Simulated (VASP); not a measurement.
# Ni3Ge (Pm-3m) in VASP: single point with r2SCAN

Aim: the single point of Ni3Ge with r2SCAN.

Everything below comes from runs of VASP 6.6.1. Logs are shortened: lines on timing, memory, paths and dates and some standing lists are left out, and cuts for length are marked.

### Step 1. The cell of the first run

It takes space group Pm-3m (No. 221, cubic). Conventional cell: a = 3.250 Å, b = 3.250 Å, c = 3.250 Å, α = 90.00°, β = 90.00°, γ = 90.00°. Within 3.0 Å of Ni (site symmetry 4/mmm) lie 8 Ni at 2.30 Å and 4 Ge at 2.30 Å. Ge (site symmetry m-3m) has 12 Ni at 2.30 Å within 3.0 Å.

### Step 2. Single point, r2SCAN (strain -0.080 along x and y, -0.080 along z)

File POSCAR:

```
Ni3Ge
1.0
    3.2500075466      0.0000000000      0.0000000000
    0.0000000000      3.2500075466      0.0000000000
    0.0000000000      0.0000000000      3.2500075466
Ni Ge
3 1
Direct
    0.5000000000      0.0000000000      0.5000000000
    0.0000000000      0.5000000000      0.5000000000
    0.5000000000      0.5000000000      0.0000000000
    0.0000000000      0.0000000000      0.0000000000
```

File INCAR.step1:

```
SYSTEM = Ni3Ge
ALGO     = Normal         ! electronic algorithm
EDIFF    = 1E-4           ! SCF threshold, eV
ENCUT    = 520            ! plane-wave cutoff, eV
GGA      = PE             ! functional
ISMEAR   = 0              ! smearing method
LASPH    = .TRUE.         ! aspherical terms in the spheres
LCHARG   = .FALSE.        ! write CHGCAR
LREAL    = .FALSE.        ! projectors in reciprocal space
LWAVE    = .TRUE.         ! write WAVECAR
NBANDS   = 30             ! bands
NELM     = 100            ! most SCF steps
PREC     = Accurate       ! precision mode
SIGMA    = 0.15           ! smearing width, eV
```

File INCAR.step2:

```
SYSTEM = Ni3Ge
ALGO     = Normal         ! electronic algorithm
EDIFF    = 1E-7           ! SCF threshold, eV
ENCUT    = 520            ! plane-wave cutoff, eV
ISIF     = 2              ! what is computed and relaxed
ISMEAR   = 0              ! smearing method
ISTART   = 1            
LASPH    = .TRUE.         ! aspherical terms in the spheres
LCHARG   = .FALSE.        ! write CHGCAR
LMIXTAU  = .TRUE.       
LREAL    = .FALSE.        ! projectors in reciprocal space
LWAVE    = .FALSE.        ! write WAVECAR
METAGGA  = R2SCAN         ! meta-GGA
NBANDS   = 30             ! bands
NELM     = 100            ! most SCF steps
PREC     = Accurate       ! precision mode
SIGMA    = 0.15           ! smearing width, eV
```

File KPOINTS:

```
k-points
0
G
  14 14 14
  0 0 0
```

Potentials or basis: VASP PAW PBE potentials, release 64 (Ni, Ge_d).

Started as:

```
cat potpaw_PBE.64/Ni/POTCAR potpaw_PBE.64/Ge_d/POTCAR > POTCAR
cp INCAR.step1 INCAR
mpirun -np 1 vasp_std > vasp.out
cp INCAR.step2 INCAR
mpirun -np 1 vasp_std > vasp.out
```

OUTCAR:

```text
SYSTEM = Ni3Ge
   EDIFF = 1E-7
   ENCUT = 520
   ISIF = 2
   ISMEAR = 0
   ISTART = 1
   LASPH = .TRUE.
   LREAL = .FALSE.
   METAGGA = R2SCAN
   NELM = 100
   PREC = Accurate

 ion  position               nearest neighbor table
   1  0.500  0.000  0.500-   2 2.30   3 2.30   4 2.30   3 2.30   4 2.30   2 2.30   3 2.30   3 2.30
                             2 2.30   4 2.30   4 2.30   2 2.30
   2  0.000  0.500  0.500-   1 2.30   3 2.30   4 2.30   3 2.30   4 2.30   1 2.30   4 2.30   4 2.30
                             1 2.30   3 2.30   3 2.30   1 2.30
   3  0.500  0.500  0.000-   1 2.30   2 2.30   4 2.30   1 2.30   2 2.30   1 2.30   4 2.30   1 2.30
                             2 2.30   4 2.30   2 2.30   4 2.30
   4  0.000  0.000  0.000-   1 2.30   2 2.30   3 2.30   1 2.30   2 2.30   2 2.30   3 2.30   2 2.30
                             1 2.30   3 2.30   1 2.30   3 2.30

  LATTYP: Found a simple cubic cell.
 ALAT       =     3.2500075466

  Lattice vectors:

 A1 = (   3.2500075466,   0.0000000000,   0.0000000000)
 A2 = (   0.0000000000,   3.2500075466,   0.0000000000)
 A3 = (   0.0000000000,   0.0000000000,   3.2500075466)

Analysis of symmetry for initial positions (statically):
=====================================================================
 Subroutine PRICEL returns:
 Original cell was already a primitive cell.

 Routine SETGRP: Setting up the symmetry group for a
 simple cubic supercell.

 Subroutine GETGRP returns: Found 48 space group operations
 (whereof 48 operations were pure point group operations)
 out of a pool of 48 trial point group operations.

The static configuration has the point symmetry O_h .

Analysis of symmetry for dynamics (positions and initial velocities):
=====================================================================
 Subroutine PRICEL returns:
 Original cell was already a primitive cell.

 Routine SETGRP: Setting up the symmetry group for a
 simple cubic supercell.

 Subroutine GETGRP returns: Found 48 space group operations
 (whereof 48 operations were pure point group operations)
 out of a pool of 48 trial point group operations.

The dynamic configuration has the point symmetry O_h .

 Subroutine INISYM returns: Found 48 space group operations
 (whereof 48 operations are pure point group operations),
 and found     1 'primitive' translations

----------------------------------------------------------------------------------------

                                     Primitive cell

  volume of cell :      34.3284

  direct lattice vectors                    reciprocal lattice vectors
     3.250007547  0.000000000  0.000000000     0.307691593  0.000000000  0.000000000
     0.000000000  3.250007547  0.000000000     0.000000000  0.307691593  0.000000000
     0.000000000  0.000000000  3.250007547     0.000000000  0.000000000  0.307691593

  length of vectors
     3.250007547  3.250007547  3.250007547     0.307691593  0.307691593  0.307691593

  position of ions in fractional coordinates (direct lattice)
     0.500000000  0.000000000  0.500000000
     0.000000000  0.500000000  0.500000000
     0.500000000  0.500000000  0.000000000
     0.000000000  0.000000000  0.000000000

  ion indices of the primitive-cell ions
   primitive index   ion index
                 1           1
                 2           2
                 3           3
                 4           4

----------------------------------------------------------------------------------------

 KPOINTS: k-points

Automatic generation of k-mesh.
 Grid dimensions read from file:
 generate k-points for:   14   14   14

 Generating k-lattice:

  Cartesian coordinates                     Fractional coordinates (reciprocal lattice)
     0.021977971  0.000000000  0.000000000     0.071428571  0.000000000  0.000000000
     0.000000000  0.021977971  0.000000000     0.000000000  0.071428571  0.000000000
     0.000000000  0.000000000  0.021977971     0.000000000  0.000000000  0.071428571

  Length of vectors
     0.021977971  0.021977971  0.021977971

  Shift w.r.t. Gamma in fractional coordinates (k-lattice)
     0.000000000  0.000000000  0.000000000

 Subroutine IBZKPT returns following result:
 ===========================================

 Found    120 irreducible k-points:

 Following reciprocal coordinates:
            Coordinates               Weight
  0.000000  0.000000  0.000000      1.000000
  0.071429  0.000000  0.000000      6.000000
  0.142857  0.000000  0.000000      6.000000
  0.214286  0.000000  0.000000      6.000000
  0.285714  0.000000  0.000000      6.000000
  0.357143  0.000000  0.000000      6.000000
[... 16 lines left out ...]
  0.285714  0.214286  0.000000     24.000000
  0.357143  0.214286  0.000000     24.000000
 [... further k-points ...]
   k-points           NKPTS =    120   k-points in BZ     NKDIM =    120   number of bands    NBANDS=     30
   number of dos      NEDOS =    301   number of ions     NIONS =      4
   total plane-waves  NPLWV =  13824
   dimension x,y,z NGX =    24 NGY =   24 NGZ =   24
   dimension x,y,z NGXF=    48 NGYF=   48 NGZF=   48
   ions per type =               3   1
   NGX,Y,Z   is equivalent  to a cutoff of  12.28, 12.28, 12.28 a.u.
   NGXF,Y,Z  is equivalent  to a cutoff of  24.55, 24.55, 24.55 a.u.
 SYSTEM =  Ni3Ge
   PREC   = accura    normal or accurate (medium, high low for compatibility)
   ISTART =      1    job   : 0-new  1-cont  2-samecut
   ICHARG =      0    charge: 1-file 2-atom 10-const
   ISPIN  =      1    spin polarized calculation?
   LNONCOLLINEAR =      F non collinear calculations
   LSORBIT =      F    spin-orbit coupling
   LASPH  =      T    aspherical Exc in radial PAW
   ENCUT  =  520.0 eV  38.22 Ry    6.18 a.u.   6.04  6.04  6.04*2*pi/ulx,y,z
   NELM   =    100;   NELMIN=  2; NELMDL=  0     # of ELM steps
   EDIFF  = 0.1E-06   stopping-criterion for ELM
   LREAL  =      F    real-space projection
   EDIFFG = 0.1E-05   stopping-criterion for IOM
   NSW    =      0    number of steps for IOM
   IBRION =     -1    ionic relax: 0-MD 1-quasi-New 2-CG
   NFREE  =      0    steps in history (QN), initial steepest desc. (CG)
   ISIF   =      2    stress and relaxation
   ISYM   =      2    0-nonsym 1-usesym 2-fastsym
   POTIM  = 0.5000    time-step for ionic-motion
   TEBEG  =    0.0;   TEEND  =   0.0 temperature during run
   PSTRESS=    0.0 pullay stress
   NELECT =      44.0000    total number of electrons
   NUPDOWN=      -1.0000    fix difference up-down
   EMIN   =  10.00;   EMAX   =-10.00  energy-range for DOS
   EFERMI =   0.00;   METHOD = LEGACY
   ISMEAR =     0;   SIGMA  =   0.15  broadening in eV -4-tet -1-fermi 0-gaus
   EFERMI_NEDOS =   21; number of points for ismear=-14 and -15
   IALGO  =     38    algorithm
   IMIX   =      4    mixing-type and parameters
     AMIX     =   0.40;   BMIX     =  1.00
     AMIX_MAG =   1.60;   BMIX_MAG =  1.00
  volume/ion in A,a.u.               =       8.58        57.91
  Fermi-wavevector in a.u.,A,eV,Ry     =   1.778312  3.360523 43.026989  3.162394
  Thomas-Fermi vector in A             =   2.843531
   LORBIT       =      0    0 simple, 1 ext, 2 COOP (PROOUT), +10 PAW based schemes
   METAGGA = R2SCAN    functional components
   LHFCALC =     F    Hartree Fock is set to
   AEXX    =    0.0000 exact exchange contribution
   IVDW    =     0    specifies the selected vdW correction
   LEPSILON=     F    determine dielectric tensor
   LRPA    =     F    only Hartree local field effects (RPA)
 non-spin polarized calculation
 Gauss-broadening in eV      SIGMA  =   0.15
  energy-cutoff  :      520.00
  volume of cell :       34.33
 maximum number of plane-waves:       952
   NGX = 13   NGY = 13   NGZ = 13

 number of electron      44.0000000 magnetization

 Free energy of the ion-electron system (eV)
  ---------------------------------------------------
  ext. energy  EPLUGINS =         0.00000000
  ---------------------------------------------------
  free energy    TOTEN  =       -48.39232491 eV

  energy without entropy =      -48.37536378  energy(sigma->0) =      -48.38384434

 E-fermi :  14.3905     XC(G=0): -16.5650

 val. band max:       14.3816182588   @ k =   0.1429   0.0714   0.0000
 cond. band min:      14.4090046153   @ k =   0.0714   0.0714   0.0000
 fundamental gap:      0.0273863565
 Fermi energy:        14.3905352449

 k-point     1 :       0.0000    0.0000    0.0000
  band No.  band energies     occupation
      1     -11.4534      2.00000
      2     -11.4534      2.00000
      3     -11.4112      2.00000
      4     -11.4112      2.00000
      5     -11.4112      2.00000
      6      -1.0922      2.00000
[... 22 lines left out ...]
     29      27.5771      0.00000
     30      27.5771      0.00000

 k-point     2 :       0.0714    0.0000    0.0000
  band No.  band energies     occupation
      1     -11.4526      2.00000
      2     -11.4498      2.00000
      3     -11.4110      2.00000
      4     -11.4109      2.00000
      5     -11.4109      2.00000
      6      -1.0165      2.00000
[... 22 lines left out ...]
     29      27.4225      0.00000
     30      27.4225      0.00000

 k-point     3 :       0.1429    0.0000    0.0000
  band No.  band energies     occupation
      1     -11.4502      2.00000
      2     -11.4396      2.00000
      3     -11.4103      2.00000
      4     -11.4099      2.00000
      5     -11.4099      2.00000
      6      -0.7918      2.00000
[... 22 lines left out ...]
     29      26.7987      0.00000
     30      26.8505      0.00000

 k-point     4 :       0.2143    0.0000    0.0000
  band No.  band energies     occupation
      1     -11.4468      2.00000
      2     -11.4249      2.00000
      3     -11.4094      2.00000
      4     -11.4084      2.00000
      5     -11.4084      2.00000
      6      -0.4255      2.00000
[... 616 lines left out ...]
     29      26.1485      0.00000
     30      27.4583      0.00000

 k-point    23 :       0.2857    0.2143    0.0000
  band No.  band energies     occupation
      1     -11.4289      2.00000
      2     -11.4122      2.00000
      3     -11.4069      2.00000
      4     -11.4053      2.00000
      5     -11.3938      2.00000
      6       0.6762      2.00000
[... 22 lines left out ...]
     29      26.9734      0.00000
     30      27.5226      0.00000

 k-point    24 :       0.3571    0.2143    0.0000
  band No.  band energies     occupation
      1     -11.4255      2.00000
      2     -11.4142      2.00000
      3     -11.4060      2.00000
      4     -11.4044      2.00000
      5     -11.3804      2.00000
      6       1.2171      2.00000
[... 22 lines left out ...]
     29      26.8522      0.00000
     30      28.0785      0.00000

 [... further k-points ...]
[... 5 lines left out ...]
  --------------------------------------------------------------------------------------
  -------------------------------------------------------------------------------------
  Total       21.0765879     21.0765879     21.0765879     -0.0000000     -0.0000000      0.0000000
  in kB      983.6889166    983.6889166    983.6889166     -0.0000000     -0.0000000      0.0000000
  external PRESSURE =     983.6889166 kB  Pullay stress =       0.0000000 kB

 VOLUME and BASIS-vectors are now :
 -----------------------------------------------------------------------------
  energy-cutoff  :      520.00
  volume of cell :       34.33
      direct lattice vectors                 reciprocal lattice vectors
     3.250007547  0.000000000  0.000000000     0.307691593  0.000000000  0.000000000
     0.000000000  3.250007547  0.000000000     0.000000000  0.307691593  0.000000000
     0.000000000  0.000000000  3.250007547     0.000000000  0.000000000  0.307691593

 POSITION                                       TOTAL-FORCE (eV/Angst)
 -----------------------------------------------------------------------------------
      1.62500      0.00000      1.62500         0.000000      0.000000      0.000000
      0.00000      1.62500      1.62500         0.000000      0.000000      0.000000
      1.62500      1.62500      0.00000         0.000000      0.000000      0.000000
      0.00000      0.00000      0.00000         0.000000      0.000000      0.000000
 -----------------------------------------------------------------------------------
    total drift:                                0.000000     -0.000000     -0.000000

  FREE ENERGIE OF THE ION-ELECTRON SYSTEM (eV)
  ---------------------------------------------------
  free  energy   TOTEN  =       -48.3923249074 eV

  energy  without entropy=      -48.3753637799  energy(sigma->0) =      -48.38384434
```

Run time: 6.3 min. Hardware: 1 thread of Intel Xeon 8259CL, shared host; peak memory 0.23 GiB.

Results:

```yaml
Free_energy: -48.3923 eV
Pressure: 98.4 GPa
Band_gap_on_the_k_mesh: zero (bands 22 and 23 overlap by 0.37 eV)
```

Caveat: the cell differs from its parent crystal (strain -0.080 along x and y, -0.080 along z); the cell stands under pressure; the PAW data sets were made with another functional, which shifts forces and pressure a little.
